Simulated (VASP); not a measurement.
# Zn3P in VASP: a series of runs

Aim: see how the results for Zn3P move with the level of theory and the settings. Levels: r2SCAN, PBE. Tasks: single point.

All numbers are computed with VASP 6.6.1; they aren't measurements. Logs are shortened: lines on timing, memory, paths and dates and some standing lists are left out, and cuts for length are marked.

### 1 The cell of the first run

The structure is cubic, space group Pm-3m (No. 221). The conventional cell has a = 3.976 Å, b = 3.976 Å, c = 3.976 Å, α = 90.00°, β = 90.00°, γ = 90.00°. Within 3.7 Å of Zn (site symmetry 4/mmm) lie 8 Zn at 2.81 Å and 4 P at 2.81 Å. Within 3.7 Å of P (site symmetry m-3m) lie 12 Zn at 2.81 Å.

### 2 Single point, r2SCAN

POSCAR reads:

```
Zn3P
1.0
    3.9755180000      0.0000000000      0.0000000000
    0.0000000000      3.9755180000      0.0000000000
    0.0000000000      0.0000000000      3.9755180000
Zn P
3 1
Direct
    0.5000000000      0.5000000000      0.0000000000
    0.5000000000      0.0000000000      0.5000000000
    0.0000000000      0.5000000000      0.5000000000
    0.0000000000      0.0000000000      0.0000000000
```

INCAR.step1 reads:

```
SYSTEM = Zn3P
ALGO = Normal ; EDIFF = 1E-4
ENCUT = 520 ; GGA = PE
ISMEAR = -1 ; LASPH = .True.
LCHARG = .False. ; LREAL = .False.
LWAVE = .True. ; NBANDS = 28
NELM = 100 ; PREC = Accurate
SIGMA = 0.01
```

INCAR.step2 reads:

```
SYSTEM = Zn3P
ALGO = Normal ; EDIFF = 1E-6
ENCUT = 520 ; ISIF = 2
ISMEAR = -1 ; ISTART = 1
LASPH = .True. ; LCHARG = .False.
LMIXTAU = .True. ; LREAL = .False.
LWAVE = .False. ; METAGGA = R2SCAN
NBANDS = 28 ; NELM = 100
PREC = Accurate ; SIGMA = 0.01
```

KPOINTS reads:

```
k-points
0
Gamma
  6 6 6
  0 0 0
```

Potentials or basis: VASP PAW PBE potentials, release 64 (Zn, P).

On the command line:

```
cat potpaw_PBE.64/Zn/POTCAR potpaw_PBE.64/P/POTCAR > POTCAR
cp INCAR.step1 INCAR
mpirun -np 1 vasp_std > vasp.out
cp INCAR.step2 INCAR
mpirun -np 1 vasp_std > vasp.out
```

OUTCAR:

```text
SYSTEM = Zn3P
   EDIFF = 1E-6
   ENCUT = 520
   ISIF = 2
   ISMEAR = -1
   ISTART = 1
   LASPH = .True.
   LREAL = .False.
   METAGGA = R2SCAN
   NELM = 100
   PREC = Accurate

 ion  position               nearest neighbor table
   1  0.500  0.500  0.000-   2 2.81   3 2.81   4 2.81   2 2.81   3 2.81   2 2.81   4 2.81   2 2.81
                             3 2.81   4 2.81   3 2.81   4 2.81
   2  0.500  0.000  0.500-   1 2.81   3 2.81   4 2.81   1 2.81   4 2.81   1 2.81   3 2.81   1 2.81
                             3 2.81   4 2.81   4 2.81   3 2.81
   3  0.000  0.500  0.500-   1 2.81   2 2.81   4 2.81   1 2.81   4 2.81   2 2.81   4 2.81   4 2.81
                             1 2.81   2 2.81   1 2.81   2 2.81
   4  0.000  0.000  0.000-   1 2.81   2 2.81   3 2.81   2 2.81   3 2.81   1 2.81   3 2.81   3 2.81
                             1 2.81   2 2.81   2 2.81   1 2.81

  LATTYP: Found a simple cubic cell.
 ALAT       =     3.9755180000

  Lattice vectors:

 A1 = (   3.9755180000,   0.0000000000,   0.0000000000)
 A2 = (   0.0000000000,   3.9755180000,   0.0000000000)
 A3 = (   0.0000000000,   0.0000000000,   3.9755180000)

Analysis of symmetry for initial positions (statically):
=====================================================================
 Subroutine PRICEL returns:
 Original cell was already a primitive cell.

 Routine SETGRP: Setting up the symmetry group for a
 simple cubic supercell.

 Subroutine GETGRP returns: Found 48 space group operations
[... 9 lines left out ...]

 Routine SETGRP: Setting up the symmetry group for a
 simple cubic supercell.

 Subroutine GETGRP returns: Found 48 space group operations
[... 11 lines left out ...]
                                     Primitive cell

  volume of cell :      62.8320

  direct lattice vectors                    reciprocal lattice vectors
     3.975518000  0.000000000  0.000000000     0.251539548  0.000000000  0.000000000
     0.000000000  3.975518000  0.000000000     0.000000000  0.251539548  0.000000000
     0.000000000  0.000000000  3.975518000     0.000000000  0.000000000  0.251539548

  length of vectors
     3.975518000  3.975518000  3.975518000     0.251539548  0.251539548  0.251539548

  position of ions in fractional coordinates (direct lattice)
     0.500000000  0.500000000  0.000000000
     0.500000000  0.000000000  0.500000000
     0.000000000  0.500000000  0.500000000
     0.000000000  0.000000000  0.000000000

  ion indices of the primitive-cell ions
   primitive index   ion index
                 1           1
                 2           2
                 3           3
                 4           4

----------------------------------------------------------------------------------------

 KPOINTS: k-points

Automatic generation of k-mesh.
 Grid dimensions read from file:
 generate k-points for:    6    6    6

 Generating k-lattice:

  Cartesian coordinates                     Fractional coordinates (reciprocal lattice)
     0.041923258  0.000000000  0.000000000     0.166666667  0.000000000  0.000000000
     0.000000000  0.041923258  0.000000000     0.000000000  0.166666667  0.000000000
     0.000000000  0.000000000  0.041923258     0.000000000  0.000000000  0.166666667

  Length of vectors
     0.041923258  0.041923258  0.041923258

  Shift w.r.t. Gamma in fractional coordinates (k-lattice)
     0.000000000  0.000000000  0.000000000

 Subroutine IBZKPT returns following result:
 ===========================================

 Found     20 irreducible k-points:

 Following reciprocal coordinates:
            Coordinates               Weight
  0.000000  0.000000  0.000000      1.000000
  0.166667  0.000000  0.000000      6.000000
  0.333333  0.000000  0.000000      6.000000
  0.500000  0.000000  0.000000      3.000000
  0.166667  0.166667  0.000000     12.000000
  0.333333  0.166667  0.000000     24.000000
[... 12 lines left out ...]
  0.500000  0.500000  0.333333      6.000000
  0.500000  0.500000  0.500000      1.000000
   k-points           NKPTS =     20   k-points in BZ     NKDIM =     20   number of bands    NBANDS=     28
   number of dos      NEDOS =    301   number of ions     NIONS =      4
   total plane-waves  NPLWV =  27000
   dimension x,y,z NGX =    30 NGY =   30 NGZ =   30
   dimension x,y,z NGXF=    60 NGYF=   60 NGZF=   60
   ions per type =               3   1
   NGX,Y,Z   is equivalent  to a cutoff of  12.55, 12.55, 12.55 a.u.
   NGXF,Y,Z  is equivalent  to a cutoff of  25.09, 25.09, 25.09 a.u.
 SYSTEM =  Zn3P
   PREC   = accura    normal or accurate (medium, high low for compatibility)
   ISTART =      1    job   : 0-new  1-cont  2-samecut
   ICHARG =      0    charge: 1-file 2-atom 10-const
   ISPIN  =      1    spin polarized calculation?
   LNONCOLLINEAR =      F non collinear calculations
   LSORBIT =      F    spin-orbit coupling
   LASPH  =      T    aspherical Exc in radial PAW
   ENCUT  =  520.0 eV  38.22 Ry    6.18 a.u.   7.39  7.39  7.39*2*pi/ulx,y,z
   NELM   =    100;   NELMIN=  2; NELMDL=  0     # of ELM steps
   EDIFF  = 0.1E-05   stopping-criterion for ELM
   LREAL  =      F    real-space projection
   EDIFFG = 0.1E-04   stopping-criterion for IOM
   NSW    =      0    number of steps for IOM
   IBRION =     -1    ionic relax: 0-MD 1-quasi-New 2-CG
   NFREE  =      0    steps in history (QN), initial steepest desc. (CG)
   ISIF   =      2    stress and relaxation
   ISYM   =      2    0-nonsym 1-usesym 2-fastsym
   POTIM  = 0.5000    time-step for ionic-motion
   TEBEG  =    0.0;   TEEND  =   0.0 temperature during run
   PSTRESS=    0.0 pullay stress
   NELECT =      41.0000    total number of electrons
   NUPDOWN=      -1.0000    fix difference up-down
   EMIN   =  10.00;   EMAX   =-10.00  energy-range for DOS
   EFERMI =   0.00;   METHOD = LEGACY
   ISMEAR =    -1;   SIGMA  =   0.01  broadening in eV -4-tet -1-fermi 0-gaus
   EFERMI_NEDOS =   21; number of points for ismear=-14 and -15
   IALGO  =     38    algorithm
   IMIX   =      4    mixing-type and parameters
     AMIX     =   0.40;   BMIX     =  1.00
     AMIX_MAG =   1.60;   BMIX_MAG =  1.00
  volume/ion in A,a.u.               =      15.71       106.00
  Fermi-wavevector in a.u.,A,eV,Ry     =   1.419959  2.683333 27.433193  2.016283
  Thomas-Fermi vector in A             =   2.540924
   LORBIT       =      0    0 simple, 1 ext, 2 COOP (PROOUT), +10 PAW based schemes
   METAGGA = R2SCAN    functional components
   LHFCALC =     F    Hartree Fock is set to
   AEXX    =    0.0000 exact exchange contribution
   IVDW    =     0    specifies the selected vdW correction
   LEPSILON=     F    determine dielectric tensor
   LRPA    =     F    only Hartree local field effects (RPA)
 non-spin polarized calculation
  energy-cutoff  :      520.00
  volume of cell :       62.83
 maximum number of plane-waves:      1743
 NGX is ok and might be reduce to    30
   NGX = 15   NGY = 15   NGZ = 15

 number of electron      41.0000100 magnetization

 Free energy of the ion-electron system (eV)
  ---------------------------------------------------
  ext. energy  EPLUGINS =         0.00000000
  ---------------------------------------------------
  free energy    TOTEN  =       -34.79199083 eV

  energy without entropy =      -34.79064489  energy(sigma->0) =      -34.79131786

 E-fermi :   4.3002     XC(G=0): -12.2126

 val. band max:        4.2224624707   @ k =   0.5000   0.1667   0.0000
 cond. band min:       4.3090915805   @ k =   0.5000   0.3333   0.1667
 fundamental gap:      0.0866291098
 Fermi energy:         4.3002286643

 k-point     1 :       0.0000    0.0000    0.0000
  band No.  band energies     occupation
      1      -8.8706      2.00000
      2      -4.4157      2.00000
      3      -3.9917      2.00000
      4      -3.9917      2.00000
      5      -3.9917      2.00000
      6      -3.8622      2.00000
[... 20 lines left out ...]
     27      12.9421      0.00000
     28      12.9421      0.00000

 k-point     2 :       0.1667    0.0000    0.0000
  band No.  band energies     occupation
      1      -8.6595      2.00000
      2      -4.3491      2.00000
      3      -3.9698      2.00000
      4      -3.9571      2.00000
      5      -3.9571      2.00000
      6      -3.8873      2.00000
[... 20 lines left out ...]
     27      11.8106      0.00000
     28      11.8106      0.00000

 k-point     3 :       0.3333    0.0000    0.0000
  band No.  band energies     occupation
      1      -8.1164      2.00000
      2      -4.3316      2.00000
      3      -4.0135      2.00000
      4      -3.9208      2.00000
      5      -3.8673      2.00000
      6      -3.8673      2.00000
[... 20 lines left out ...]
     27      12.1623      0.00000
     28      12.1623      0.00000

 k-point     4 :       0.5000    0.0000    0.0000
  band No.  band energies     occupation
      1      -7.7240      2.00000
      2      -4.7129      2.00000
      3      -3.9708      2.00000
      4      -3.8927      2.00000
      5      -3.8001      2.00000
      6      -3.8001      2.00000
[... 20 lines left out ...]
     27      12.8405      0.00000
     28      13.7899      0.00000

 k-point     5 :       0.1667    0.1667    0.0000
  band No.  band energies     occupation
      1      -8.4562      2.00000
      2      -4.2863      2.00000
      3      -3.9712      2.00000
      4      -3.9357      2.00000
      5      -3.8967      2.00000
      6      -3.8512      2.00000
[... 20 lines left out ...]
     27      10.4522      0.00000
     28      12.6391      0.00000

 k-point     6 :       0.3333    0.1667    0.0000
  band No.  band energies     occupation
      1      -7.9397      2.00000
      2      -4.2425      2.00000
      3      -3.9539      2.00000
      4      -3.9238      2.00000
      5      -3.8628      2.00000
      6      -3.8076      2.00000
[... 339 lines left out ...]
      5      -3.7041      2.00000
      6      -3.6040      2.00000
[... 20 lines left out ...]
     27      14.7354      0.00000
     28      14.7354      0.00000

 k-point    18 :       0.5000    0.3333    0.3333
  band No.  band energies     occupation
      1      -6.9961      2.00000
      2      -4.0854      2.00000
      3      -4.0169      2.00000
      4      -3.8767      2.00000
      5      -3.6361      2.00000
      6      -3.5995      2.00000
[... 20 lines left out ...]
     27      15.5215      0.00000
     28      16.0416      0.00000

 k-point    19 :       0.5000    0.5000    0.3333
  band No.  band energies     occupation
      1      -6.9157      2.00000
      2      -4.0238      2.00000
      3      -4.0238      2.00000
      4      -3.9917      2.00000
      5      -3.5989      2.00000
      6      -3.5989      2.00000
[... 20 lines left out ...]
     27      16.5303      0.00000
     28      16.9286      0.00000

 k-point    20 :       0.5000    0.5000    0.5000
  band No.  band energies     occupation
      1      -6.8822      2.00000
      2      -4.0475      2.00000
      3      -4.0475      2.00000
      4      -4.0475      2.00000
      5      -3.5963      2.00000
      6      -3.5963      2.00000
[... 20 lines left out ...]
     27      17.2024      0.00000
     28      17.2024      0.00000

------------------------ aborting loop because EDIFF is reached ----------------------------------------

  FORCE on cell =-STRESS in cart. coord.  units (eV):
  Direction    XX          YY          ZZ          XY          YZ          ZX
  --------------------------------------------------------------------------------------
  -------------------------------------------------------------------------------------
  Total       -1.5194222     -1.5194222     -1.5194222      0.0000000      0.0000000     -0.0000000
  in kB      -38.7443040    -38.7443040    -38.7443040      0.0000000      0.0000000     -0.0000000
  external PRESSURE =     -38.7443040 kB  Pullay stress =       0.0000000 kB

 VOLUME and BASIS-vectors are now :
 -----------------------------------------------------------------------------
  energy-cutoff  :      520.00
  volume of cell :       62.83
      direct lattice vectors                 reciprocal lattice vectors
     3.975518000  0.000000000  0.000000000     0.251539548  0.000000000  0.000000000
     0.000000000  3.975518000  0.000000000     0.000000000  0.251539548  0.000000000
     0.000000000  0.000000000  3.975518000     0.000000000  0.000000000  0.251539548

 POSITION                                       TOTAL-FORCE (eV/Angst)
 -----------------------------------------------------------------------------------
      1.98776      1.98776      0.00000         0.000000      0.000000      0.000000
      1.98776      0.00000      1.98776         0.000000      0.000000      0.000000
      0.00000      1.98776      1.98776         0.000000      0.000000      0.000000
      0.00000      0.00000      0.00000         0.000000      0.000000      0.000000
 -----------------------------------------------------------------------------------
    total drift:                                0.000000      0.000000     -0.000000

  FREE ENERGIE OF THE ION-ELECTRON SYSTEM (eV)
  ---------------------------------------------------
  free  energy   TOTEN  =       -34.7919908289 eV

  energy  without entropy=      -34.7906448936  energy(sigma->0) =      -34.79131786
```

Wall time 52 s (1 thread of Intel Xeon 6975P-C (Granite Rapids), shared host); peak memory 0.18 GiB.

Results:

| Quantity | Value |
| --- | --- |
| Free energy | -34.7920 eV |
| Pressure | -3.9 GPa |

Levels at points of the mesh, in eV from the Fermi level:
```
           k point  band 17  band 18  band 19  band 20  band 21  band 22  band 23  band 24
(0.00, 0.00, 0.00)    -3.76    -3.43    -3.43    -3.43     0.93     0.93     4.68     4.68
(0.50, 0.00, 0.00)    -7.19    -1.66    -1.66    -1.62     1.20     1.43     1.43     2.73
(0.50, 0.50, 0.00)    -5.76    -5.76    -5.50    -0.61     1.76     3.31     3.31     3.76
(0.50, 0.50, 0.50)    -5.14    -5.14    -5.14    -3.12    -2.11    -2.11    -2.11     8.60
```

Caveat: the PAW data sets were made with another functional, which shifts forces and pressure a little.

(Continued in part 2 of 2.)
